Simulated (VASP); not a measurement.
# Be (Im-3m) in VASP: further runs

Be is run at these levels: PBEsol; tasks: single point.

All numbers are computed with VASP 6.6.1; they aren't measurements. Logs are shortened: lines on timing, memory, paths and dates and some standing lists are left out, and cuts for length are marked.

## Step 1: The cell of the first run

Symmetry: Im-3m, No. 229, cubic system. Conventional cell: a = 2.192 Å, b = 2.192 Å, c = 2.192 Å, α = 90.00°, β = 90.00°, γ = 90.00°. Within 2.5 Å of Be (site symmetry m-3m) lie 14 Be at 1.90 to 2.19 Å.

## Step 2: Single point, PBEsol (volume scaled by 0.68)

The input, INCAR:

```
PREC = Accurate
ENCUT = 520
EDIFF = 1E-6
ISMEAR = -1
SIGMA = 0.1
LREAL = False
LASPH = True
NELM = 60
ALGO = Normal
ISIF = 2
LWAVE = False
LCHARG = False
GGA = PS
NBANDS = 7
```

The input, KPOINTS:

```
regular mesh
0
Gamma
  23 23 23
```

The input, POSCAR:

```
Be
1.0
   -1.0962431734      1.0962431734      1.0962431734
    1.0962431734     -1.0962431734      1.0962431734
    1.0962431734      1.0962431734     -1.0962431734
Be
1
Direct
    0.0000000000      0.0000000000      0.0000000000
```

Potentials or basis: VASP PAW PBE potentials, release 64 (Be).

Started as:

```
$ cat potpaw_PBE.64/Be/POTCAR > POTCAR
$ mpirun -np 1 vasp_std > vasp.out
```

OUTCAR:

```text
PREC = Accurate
   ENCUT = 520
   EDIFF = 1E-6
   ISMEAR = -1
   LREAL = False
   LASPH = True
   NELM = 60
   ISIF = 2
   GGA = PS

 ion  position               nearest neighbor table
   1  0.000  0.000  0.000-

  LATTYP: Found a body centered cubic cell.
 ALAT       =     2.1924863468

  Lattice vectors:

 A1 = (  -1.0962431734,   1.0962431734,   1.0962431734)
 A2 = (   1.0962431734,  -1.0962431734,   1.0962431734)
 A3 = (   1.0962431734,   1.0962431734,  -1.0962431734)

Analysis of symmetry for initial positions (statically):
=====================================================================
 Subroutine PRICEL returns:
 Original cell was already a primitive cell.

 Routine SETGRP: Setting up the symmetry group for a
 body centered cubic supercell.

 Subroutine GETGRP returns: Found 48 space group operations
 (whereof 48 operations were pure point group operations)
 out of a pool of 48 trial point group operations.

The static configuration has the point symmetry O_h .

Analysis of symmetry for dynamics (positions and initial velocities):
=====================================================================
 Subroutine PRICEL returns:
 Original cell was already a primitive cell.

 Routine SETGRP: Setting up the symmetry group for a
 body centered cubic supercell.

 Subroutine GETGRP returns: Found 48 space group operations
 (whereof 48 operations were pure point group operations)
 out of a pool of 48 trial point group operations.

The dynamic configuration has the point symmetry O_h .

 Subroutine INISYM returns: Found 48 space group operations
 (whereof 48 operations are pure point group operations),
 and found     1 'primitive' translations

----------------------------------------------------------------------------------------

                                     Primitive cell

  volume of cell :       5.2696

  direct lattice vectors                    reciprocal lattice vectors
    -1.096243173  1.096243173  1.096243173     0.000000000  0.456103182  0.456103182
     1.096243173 -1.096243173  1.096243173     0.456103182  0.000000000  0.456103182
     1.096243173  1.096243173 -1.096243173     0.456103182  0.456103182  0.000000000

  length of vectors
     1.898748874  1.898748874  1.898748874     0.645027306  0.645027306  0.645027306

  position of ions in fractional coordinates (direct lattice)
     0.000000000  0.000000000  0.000000000

  ion indices of the primitive-cell ions
   primitive index   ion index
                 1           1

----------------------------------------------------------------------------------------

 KPOINTS: regular mesh

Automatic generation of k-mesh.
 Grid dimensions read from file:
 generate k-points for:   23   23   23

 Generating k-lattice:

  Cartesian coordinates                     Fractional coordinates (reciprocal lattice)
     0.000000000  0.019830573  0.019830573     0.043478261  0.000000000  0.000000000
     0.019830573  0.000000000  0.019830573     0.000000000  0.043478261  0.000000000
     0.019830573  0.019830573  0.000000000     0.000000000  0.000000000  0.043478261

  Length of vectors
     0.028044665  0.028044665  0.028044665

  Shift w.r.t. Gamma in fractional coordinates (k-lattice)
     0.000000000  0.000000000  0.000000000

 Subroutine IBZKPT returns following result:
 ===========================================

 Found    364 irreducible k-points:

 Following reciprocal coordinates:
            Coordinates               Weight
  0.000000  0.000000  0.000000      1.000000
  0.043478  0.000000  0.000000     12.000000
  0.086957  0.000000  0.000000     12.000000
  0.130435  0.000000  0.000000     12.000000
  0.173913  0.000000  0.000000     12.000000
  0.217391  0.000000  0.000000     12.000000
[... 16 lines left out ...]
  0.478261  0.043478  0.000000     24.000000
  0.086957  0.086957  0.000000     24.000000
 [... further k-points ...]
   k-points           NKPTS =    364   k-points in BZ     NKDIM =    364   number of bands    NBANDS=      7
   number of dos      NEDOS =    301   number of ions     NIONS =      1
   total plane-waves  NPLWV =   2744
   dimension x,y,z NGX =    14 NGY =   14 NGZ =   14
   dimension x,y,z NGXF=    28 NGYF=   28 NGZF=   28
   ions per type =               1
   NGX,Y,Z   is equivalent  to a cutoff of  12.26, 12.26, 12.26 a.u.
   NGXF,Y,Z  is equivalent  to a cutoff of  24.52, 24.52, 24.52 a.u.
 SYSTEM =  unknown system
   PREC   = accura    normal or accurate (medium, high low for compatibility)
   ISTART =      0    job   : 0-new  1-cont  2-samecut
   ICHARG =      2    charge: 1-file 2-atom 10-const
   ISPIN  =      1    spin polarized calculation?
   LNONCOLLINEAR =      F non collinear calculations
   LSORBIT =      F    spin-orbit coupling
   LASPH  =      T    aspherical Exc in radial PAW
   ENCUT  =  520.0 eV  38.22 Ry    6.18 a.u.   3.53  3.53  3.53*2*pi/ulx,y,z
   NELM   =     60;   NELMIN=  2; NELMDL= -5     # of ELM steps
   EDIFF  = 0.1E-05   stopping-criterion for ELM
   LREAL  =      F    real-space projection
[... 7 lines left out ...]
   TEBEG  =    0.0;   TEEND  =   0.0 temperature during run
   PSTRESS=    0.0 pullay stress
   NELECT =       2.0000    total number of electrons
   NUPDOWN=      -1.0000    fix difference up-down
   EMIN   =  10.00;   EMAX   =-10.00  energy-range for DOS
   EFERMI =   0.00;   METHOD = LEGACY
   ISMEAR =    -1;   SIGMA  =   0.10  broadening in eV -4-tet -1-fermi 0-gaus
   EFERMI_NEDOS =   21; number of points for ismear=-14 and -15
   IALGO  =     38    algorithm
   IMIX   =      4    mixing-type and parameters
     AMIX     =   0.40;   BMIX     =  1.00
     AMIX_MAG =   1.60;   BMIX_MAG =  1.00
  volume/ion in A,a.u.               =       5.27        35.56
  Fermi-wavevector in a.u.,A,eV,Ry     =   1.185290  2.239873 19.114991  1.404912
  Thomas-Fermi vector in A             =   2.321487
   LORBIT       =      0    0 simple, 1 ext, 2 COOP (PROOUT), +10 PAW based schemes
   GGA     = PS    functional components
   LHFCALC =     F    Hartree Fock is set to
   AEXX    =    0.0000 exact exchange contribution
   IVDW    =     0    specifies the selected vdW correction
   LEPSILON=     F    determine dielectric tensor
   LRPA    =     F    only Hartree local field effects (RPA)
 non-spin polarized calculation
  energy-cutoff  :      520.00
  volume of cell :        5.27
 maximum number of plane-waves:       148
 NGX is ok and might be reduce to    14
   NGX =  7   NGY =  7   NGZ =  7

 number of electron       2.0000000 magnetization

 Free energy of the ion-electron system (eV)
  ---------------------------------------------------
  ext. energy  EPLUGINS =         0.00000000
  ---------------------------------------------------
  free energy    TOTEN  =        -3.35935251 eV

  energy without entropy =       -3.35607650  energy(sigma->0) =       -3.35771451

 E-fermi :  11.8472     XC(G=0): -12.0269

 val. band max:       11.8283635836   @ k =   0.3043   0.3043   0.0000
 cond. band min:      11.8692785706   @ k =   0.2609   0.2609   0.2174
 fundamental gap:      0.0409149869
 Fermi energy:        11.8471998314

 k-point     1 :       0.0000    0.0000    0.0000
  band No.  band energies     occupation
      1      -2.7397      2.00000
      2      38.6081      0.00000
      3      38.6081      0.00000
      4      38.6081      0.00000
      5      51.7194      0.00000
      6      51.7194      0.00000
      7      51.7194      0.00000

 k-point     2 :       0.0435    0.0000    0.0000
  band No.  band energies     occupation
      1      -2.6668      2.00000
      2      38.1385      0.00000
      3      38.1883      0.00000
      4      38.4815      0.00000
      5      50.3522      0.00000
      6      50.4599      0.00000
      7      52.3698      0.00000

 k-point     3 :       0.0870    0.0000    0.0000
  band No.  band energies     occupation
      1      -2.4477      2.00000
      2      36.6755      0.00000
      3      37.1291      0.00000
      4      38.1087      0.00000
      5      47.9875      0.00000
      6      48.3930      0.00000
      7      52.3945      0.00000

 k-point     4 :       0.1304    0.0000    0.0000
  band No.  band energies     occupation
      1      -2.0814      2.00000
      2      34.2812      0.00000
      3      35.7768      0.00000
      4      37.5193      0.00000
      5      46.3771      0.00000
      6      46.4765      0.00000
      7      51.8223      0.00000

 k-point     5 :       0.1739    0.0000    0.0000
  band No.  band energies     occupation
      1      -1.5668      2.00000
      2      31.3140      0.00000
      3      34.3696      0.00000
      4      36.7727      0.00000
      5      44.5422      0.00000
      6      45.7715      0.00000
      7      51.7565      0.00000

 k-point     6 :       0.2174    0.0000    0.0000
  band No.  band energies     occupation
      1      -0.9038      2.00000
      2      28.1516      0.00000
      3      33.0334      0.00000
      4      35.9487      0.00000
      5      42.9205      0.00000
      6      45.5896      0.00000
      7      52.1422      0.00000

 k-point     7 :       0.2609    0.0000    0.0000
  band No.  band energies     occupation
      1      -0.0954      2.00000
      2      25.0239      0.00000
      3      31.8334      0.00000
      4      35.1254      0.00000
      5      41.5231      0.00000
      6      45.7414      0.00000
      7      52.9114      0.00000
[... 121 lines left out ...]
 k-point    20 :       0.3478    0.0435   -0.0000
  band No.  band energies     occupation
      1       2.5241      2.00000
      2      18.0927      0.00000
      3      29.3749      0.00000
      4      32.6198      0.00000
      5      40.2002      0.00000
      6      46.8454      0.00000
      7      56.1862      0.00000

 k-point    21 :       0.3913    0.0435   -0.0000
  band No.  band energies     occupation
      1       3.6244      2.00000
      2      15.9290      0.00000
      3      28.8526      0.00000
      4      32.1595      0.00000
      5      39.6575      0.00000
      6      47.3904      0.00000
      7      57.6868      0.00000

 k-point    22 :       0.4348    0.0435   -0.0000
  band No.  band energies     occupation
      1       4.5332      2.00000
      2      14.3766      0.00000
      3      28.5373      0.00000
      4      31.8786      0.00000
      5      39.3300      0.00000
      6      47.7966      0.00000
      7      59.0445      0.00000

 k-point    23 :       0.4783    0.0435    0.0000
  band No.  band energies     occupation
      1       4.9105      2.00000
      2      13.7840      0.00000
      3      28.4319      0.00000
      4      31.7841      0.00000
      5      39.2206      0.00000
      6      47.9485      0.00000
      7      59.6843      0.00000

 k-point    24 :       0.0870    0.0870    0.0000
  band No.  band energies     occupation
      1      -1.8605      2.00000
      2      33.9782      0.00000
      3      34.2422      0.00000
      4      36.5245      0.00000
      5      45.8937      0.00000
      6      46.6147      0.00000
      7      51.7603      0.00000

 [... further k-points ...]
[... 5 lines left out ...]
  --------------------------------------------------------------------------------------
  -------------------------------------------------------------------------------------
  Total        3.0316058      3.0316058      3.0316058      0.0000000      0.0000000      0.0000000
  in kB      921.7276389    921.7276389    921.7276389      0.0000000      0.0000000      0.0000000
  external PRESSURE =     921.7276389 kB  Pullay stress =       0.0000000 kB

 VOLUME and BASIS-vectors are now :
 -----------------------------------------------------------------------------
  energy-cutoff  :      520.00
  volume of cell :        5.27
      direct lattice vectors                 reciprocal lattice vectors
    -1.096243173  1.096243173  1.096243173     0.000000000  0.456103182  0.456103182
     1.096243173 -1.096243173  1.096243173     0.456103182  0.000000000  0.456103182
     1.096243173  1.096243173 -1.096243173     0.456103182  0.456103182  0.000000000

 POSITION                                       TOTAL-FORCE (eV/Angst)
 -----------------------------------------------------------------------------------
      0.00000      0.00000      0.00000        -0.000000     -0.000000     -0.000000
 -----------------------------------------------------------------------------------
    total drift:                                0.000000      0.000000      0.000000

  FREE ENERGIE OF THE ION-ELECTRON SYSTEM (eV)
  ---------------------------------------------------
  free  energy   TOTEN  =        -3.3593525086 eV

  energy  without entropy=       -3.3560765033  energy(sigma->0) =       -3.35771451
```

Wall time 6.9 s (1 thread of Intel Xeon 6975P-C, shared host); peak memory 0.11 GiB.

Results:

```
Free energy            : -3.3594 eV
Pressure               : 92.2 GPa
Band gap on the k mesh : zero (band 1 reaches 16.67 eV, above the bottom of band 2 at 9.98 eV)
```

Caveat: the PAW data sets were made with another functional, which shifts forces and pressure a little.

(Continued in part 2 of 2.)
